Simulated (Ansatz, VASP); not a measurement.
## One calculation of KTaO3, two programs

```
CELL_PARAMETERS angstrom
3.98830 0.00000 0.00000
0.00000 3.98830 0.00000
0.00000 0.00000 3.98830
ATOMIC_POSITIONS crystal
K 0.50000 0.50000 0.50000
Ta 0.00000 0.00000 0.00000
O 0.50000 0.00000 0.00000
O 0.00000 0.50000 0.00000
O 0.00000 0.00000 0.50000
```

Alike in both runs: task electric field gradients; functional PBE; k mesh 5 × 5 × 5; occupations fermi-dirac, width 0.02 eV; no spin polarisation.

```csv
,VASP,Ansatz
version,VASP 6.6.1,Ansatz 0.2.0
potentials or method,"VASP PAW PBE potentials, release 64 (K_sv, Ta_pv, O)","plane-wave PAW, scalar-relativistic"
plane-wave cutoff (eV),520,420
valence electrons in the cell,38,40
```

```tsv
	VASP	Ansatz	Ansatz less VASP
gap on the k mesh at the Fermi level (eV)	2.28	2.33	+0.047
pressure (GPa)	6.1	5.4	-0.67
size of Vzz on the site where it differs most (V/Å²)	19.8	22.1	+2.30
```

VASP's potentials hold 38 valence electrons a cell and Ansatz's 40, so a difference there can come from the potentials and not from the codes.

Neither program's run includes spin-orbit coupling.
